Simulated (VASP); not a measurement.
# PbO2 (P1) in VASP: single point with BLYP+D3(BJ)

Aim: the single point of PbO2 with BLYP+D3(BJ).

Everything below comes from runs of VASP 6.6.1. Logs are shortened: lines on timing, memory, paths and dates and some standing lists are left out, and cuts for length are marked.

### Step 1. The cell of the first run

The typed cell holds 3 atoms: a = 3.821 Å, b = 3.821 Å, c = 3.821 Å, α = 60.00°, β = 60.00°, γ = 60.00°.

### Step 2. Single point, BLYP+D3(BJ), non-collinear spin, zero start, spin-orbit coupling (atoms moved at random)

Input file INCAR:

```
SYSTEM = PbO2
  PREC = Accurate
  ENCUT = 600
  EDIFF = 1E-6
  ISMEAR = -1
  SIGMA = 0.15
  LREAL = .FALSE.
  LASPH = .TRUE.
  NELM = 200
  ALGO = Normal
  ISIF = 2
  LWAVE = .FALSE.
  LCHARG = .FALSE.
  MAGMOM = 0 0 0 0 0 0 0 0 0
  LORBIT = 11
  LSORBIT = .TRUE.
  GGA_COMPAT = .FALSE.
  LORBMOM = .TRUE.
  GGA = B5
  ALDAX = 1.0
  AGGAX = 1.0
  AGGAC = 1.0
  ALDAC = 0.0
  IVDW = 12
  VDW_S6 = 1.0
  VDW_S8 = 2.6996
  VDW_A1 = 0.4298
  VDW_A2 = 4.2359
  NBANDS = 39
```

Input file KPOINTS:

```
regular mesh
0
G
  7 7 7
  0 0 0
```

Input file POSCAR:

```
PbO2
1.0
    0.0000000000      2.7019920000      2.7019920000
    2.7019920000      0.0000000000      2.7019920000
    2.7019920000      2.7019920000      0.0000000000
Pb O
1 2
Direct
    0.0035410000     -0.0079340000     -0.0330390000
    0.7664580000      0.7295780000      0.7910210000
    0.2257600000      0.2212960000      0.2558800000
```

Potentials or basis: VASP PAW PBE potentials, release 64 (Pb_d, O).

The run is started by

```console
> cat potpaw_PBE.64/Pb_d/POTCAR potpaw_PBE.64/O/POTCAR > POTCAR
> mpirun -np 1 vasp_ncl > vasp.out
```

OUTCAR:

```text
SYSTEM = PbO2
   PREC = Accurate
   ENCUT = 600
   EDIFF = 1E-6
   ISMEAR = -1
   LREAL = .FALSE.
   LASPH = .TRUE.
   NELM = 200
   ISIF = 2
   LORBIT = 11
   LSORBIT = .TRUE.
   GGA = B5
   IVDW = 12
 IVDW          = 12

 ion  position               nearest neighbor table
   1  0.004  0.992  0.967-   2 2.11   3 2.22   3 2.31   2 2.32   2 2.40   3 2.41   3 2.43   2 2.58

   2  0.766  0.730  0.791-   1 2.11   1 2.32   1 2.40   1 2.58
   3  0.226  0.221  0.256-   1 2.22   1 2.31   1 2.41   1 2.43

  LATTYP: Found a face centered cubic cell.
 ALAT       =     5.4039840000

  Lattice vectors:

 A1 = (   0.0000000000,   2.7019920000,   2.7019920000)
 A2 = (   2.7019920000,   0.0000000000,   2.7019920000)
 A3 = (   2.7019920000,   2.7019920000,   0.0000000000)

Analysis of symmetry for initial positions (statically):
=====================================================================
 Subroutine PRICEL returns:
 Original cell was already a primitive cell.

 Routine SETGRP: Setting up the symmetry group for a
 face centered cubic supercell.

 Subroutine GETGRP returns: Found  1 space group operations
 (whereof  1 operations were pure point group operations)
 out of a pool of 48 trial point group operations.

The static configuration has the point symmetry C_1 .

Analysis of symmetry for dynamics (positions and initial velocities):
=====================================================================
 Subroutine PRICEL returns:
 Original cell was already a primitive cell.

 Routine SETGRP: Setting up the symmetry group for a
 face centered cubic supercell.

 Subroutine GETGRP returns: Found  1 space group operations
 (whereof  1 operations were pure point group operations)
 out of a pool of 48 trial point group operations.

The dynamic configuration has the point symmetry C_1 .

Analysis of structural, dynamic, and magnetic symmetry:
=====================================================================
 Subroutine PRICEL returns:
 Original cell was already a primitive cell.

 Routine SETGRP: Setting up the symmetry group for a
 face centered cubic supercell.

 Subroutine GETGRP returns: Found  1 space group operations
 (whereof  1 operations were pure point group operations)
 out of a pool of 48 trial point group operations.

The overall configuration has the point symmetry C_1 .

 Subroutine INISYM returns: Found  1 space group operations
 (whereof  1 operations are pure point group operations),
 and found     1 'primitive' translations

----------------------------------------------------------------------------------------

                                     Primitive cell

  volume of cell :      39.4532

  direct lattice vectors                    reciprocal lattice vectors
     0.000000000  2.701992000  2.701992000    -0.185048660  0.185048660  0.185048660
     2.701992000  0.000000000  2.701992000     0.185048660 -0.185048660  0.185048660
     2.701992000  2.701992000  0.000000000     0.185048660  0.185048660 -0.185048660

  length of vectors
     3.821193732  3.821193732  3.821193732     0.320513682  0.320513682  0.320513682

  position of ions in fractional coordinates (direct lattice)
     0.003541000  0.992066000  0.966961000
     0.766458000  0.729578000  0.791021000
     0.225760000  0.221296000  0.255880000

  ion indices of the primitive-cell ions
   primitive index   ion index
                 1           1
                 2           2
                 3           3

----------------------------------------------------------------------------------------

 KPOINTS: regular mesh

Automatic generation of k-mesh.
 Grid dimensions read from file:
 generate k-points for:    7    7    7
[... 98 lines left out ...]
   NGX = 15   NGY = 15   NGZ = 15

 number of electron      26.0000001 magnetization      -0.0000141     -0.0000116     -0.0000009

 number of electron      26.0000001 magnetization       0.0000323      0.0000013      0.0000013

 number of electron      26.0000001 magnetization       0.0000018     -0.0000017     -0.0000003

 number of electron      26.0000001 magnetization       0.0000012      0.0000006     -0.0000000

 Free energy of the ion-electron system (eV)
  ---------------------------------------------------
  ext. energy  EPLUGINS =         0.00000000
  ---------------------------------------------------
  free energy    TOTEN  =       -14.49262602 eV

  energy without entropy =      -14.44680273  energy(sigma->0) =      -14.46971437

 E-fermi :   6.1927     XC(G=0): -10.6487

 val. band max:        6.1641850295   @ k =   0.0000  -0.1429   0.0000
 cond. band min:       6.7230705130   @ k =   0.1429   0.0000  -0.1429
 fundamental gap:      0.5588854836
 Fermi energy:         6.1927207558

 k-point     1 :       0.0000    0.0000    0.0000
  band No.  band energies     occupation
      1     -12.6467      1.00000
      2     -12.6467      1.00000
      3     -11.1692      1.00000
      4     -11.1692      1.00000
      5     -11.0280      1.00000
      6     -11.0280      1.00000
[... 973 lines left out ...]
     37      21.1757      0.00000
     38      21.2731      0.00000

 [... further k-points ...]

 [bands above 38 left out]

------------------------ aborting loop because EDIFF is reached ----------------------------------------

 Edisp (eV)   -1.53247

 E8    (eV) :    -1.1100

  FORCE on cell =-STRESS in cart. coord.  units (eV):
  Direction    XX          YY          ZZ          XY          YZ          ZX
  --------------------------------------------------------------------------------------
  -------------------------------------------------------------------------------------
  Total       0.95645     1.37048     1.16563     0.64855     0.02785     0.41321
  in kB      38.84119    55.65478    47.33582    26.33739     1.13105    16.78045
  external pressure =       47.28 kB  Pullay stress =        0.00 kB

 VOLUME and BASIS-vectors are now :
 -----------------------------------------------------------------------------
  energy-cutoff  :      600.00
  volume of cell :       39.45
      direct lattice vectors                 reciprocal lattice vectors
     0.000000000  2.701992000  2.701992000    -0.185048660  0.185048660  0.185048660
     2.701992000  0.000000000  2.701992000     0.185048660 -0.185048660  0.185048660
     2.701992000  2.701992000  0.000000000     0.185048660  0.185048660 -0.185048660

 POSITION                                       TOTAL-FORCE (eV/Angst)
 -----------------------------------------------------------------------------------
      5.29328      2.62229      2.69012         0.988059      1.124345      0.256446
      4.10865      4.20830      4.04228        -1.154811     -1.688730     -1.202990
      1.28933      1.30139      1.20794         0.166752      0.564385      0.946544
 -----------------------------------------------------------------------------------
    total drift:                               -0.000300     -0.000174      0.000264

  FREE ENERGIE OF THE ION-ELECTRON SYSTEM (eV)
  ---------------------------------------------------
  free  energy   TOTEN  =       -16.0250982592 eV

  energy  without entropy=      -15.9792749716  energy(sigma->0) =      -16.00218662

 orbital moment (x)

 # of ion     p       d       tot
 ----------------------------------------
  1        -0.000  -0.000  -0.000
  2        -0.000   0.000  -0.000
  3         0.000   0.000   0.000
 ----------------------------------------
           -0.000  -0.000  -0.000

 orbital moment (y)

 # of ion     p       d       tot
 ----------------------------------------
  1        -0.000   0.000   0.000
  2         0.000   0.000   0.000
  3         0.000   0.000   0.000
 ----------------------------------------
           -0.000   0.000   0.000

 orbital moment (z)

 # of ion     p       d       tot
 ----------------------------------------
  1        -0.000   0.000  -0.000
  2         0.000   0.000   0.000
  3        -0.000   0.000  -0.000
 ----------------------------------------
           -0.000   0.000  -0.000

 Spin-Orbit-Coupling matrix elements

 Ion:    1  E_soc:     -0.7159216
 l=   1
     0.0000000    -0.0554184    -0.0550263
    -0.0554184     0.0000000    -0.0555437
    -0.0550263    -0.0555437     0.0000000
 l=   2
     0.0000000    -0.0124538     0.0000000    -0.0124832    -0.0515442
    -0.0124538     0.0000000    -0.0386121    -0.0124900    -0.0128758
     0.0000000    -0.0386121     0.0000000    -0.0386341     0.0000000
    -0.0124832    -0.0124900    -0.0386341     0.0000000    -0.0128793
    -0.0515442    -0.0128758     0.0000000    -0.0128793     0.0000000
 l=   3
     0.0000000     0.0000000     0.0000000     0.0000000     0.0000000     0.0000000     0.0000000
     0.0000000     0.0000000     0.0000000     0.0000000     0.0000000     0.0000000     0.0000000
     0.0000000     0.0000000     0.0000000     0.0000000     0.0000000     0.0000000     0.0000000
     0.0000000     0.0000000     0.0000000     0.0000000     0.0000000     0.0000000     0.0000000
[... 29 lines left out ...]
 l=   2
     0.0000000     0.0000000     0.0000000     0.0000000     0.0000000
     0.0000000     0.0000000     0.0000000     0.0000000     0.0000000
     0.0000000     0.0000000     0.0000000     0.0000000     0.0000000
     0.0000000     0.0000000     0.0000000     0.0000000     0.0000000
     0.0000000     0.0000000     0.0000000     0.0000000     0.0000000
 l=   3
     0.0000000     0.0000000     0.0000000     0.0000000     0.0000000     0.0000000     0.0000000
     0.0000000     0.0000000     0.0000000     0.0000000     0.0000000     0.0000000     0.0000000
     0.0000000     0.0000000     0.0000000     0.0000000     0.0000000     0.0000000     0.0000000
     0.0000000     0.0000000     0.0000000     0.0000000     0.0000000     0.0000000     0.0000000
     0.0000000     0.0000000     0.0000000     0.0000000     0.0000000     0.0000000     0.0000000
     0.0000000     0.0000000     0.0000000     0.0000000     0.0000000     0.0000000     0.0000000
     0.0000000     0.0000000     0.0000000     0.0000000     0.0000000     0.0000000     0.0000000

 total charge

# of ion       s       p       d       tot
------------------------------------------
    1        1.068   0.688   9.993  11.749
    2        1.585   3.374   0.000   4.959
    3        1.585   3.360   0.000   4.945
--------------------------------------------------
tot          4.237   7.422   9.993  21.653

 magnetization (x)

# of ion       s       p       d       tot
------------------------------------------
    1       -0.000   0.000   0.000  -0.000
    2        0.000   0.000   0.000   0.000
    3        0.000   0.000   0.000   0.000
--------------------------------------------------
tot         -0.000   0.000   0.000   0.000

 magnetization (y)

# of ion       s       p       d       tot
------------------------------------------
    1        0.000   0.000   0.000   0.000
    2       -0.000  -0.000   0.000  -0.000
    3        0.000  -0.000   0.000  -0.000
--------------------------------------------------
tot          0.000  -0.000   0.000  -0.000

 magnetization (z)

# of ion       s       p       d       tot
------------------------------------------
    1        0.000  -0.000   0.000   0.000
    2        0.000  -0.000   0.000  -0.000
    3        0.000   0.000   0.000   0.000
--------------------------------------------------
tot          0.000  -0.000   0.000   0.000
```

Run time: 29 min. Hardware: 1 thread of Oxide Virtual Turin-like, shared host; peak memory 0.93 GiB.

What came out:

- Free energy: -16.0251 eV
- Pressure: 4.7 GPa
- Largest force: 2.373 eV/Å
- Net moment: 0.00 μB per cell
- Valence electrons inside the program's atomic spheres: Pb 11.75; O 4.96, 4.95
- Dispersion energy per atom: -0.511 eV

Forces on the atoms (eV/Å):
```
Pb   0.988  1.124  0.256
O   -1.155 -1.689 -1.203
O    0.167  0.564  0.947
```

Stress tensor (GPa, compression positive):
```
3.88 2.63 1.68
2.63 5.57 0.11
1.68 0.11 4.73
```

Moments on the atoms (μB; x, y, z):
```
Pb  0.00 0.00 0.00
O   0.00 0.00 0.00
O   0.00 0.00 0.00
```

Caveat: the cell differs from its parent crystal (atoms moved at random); the cell stands under pressure; the PAW data sets were made with another functional, which shifts forces and pressure a little.
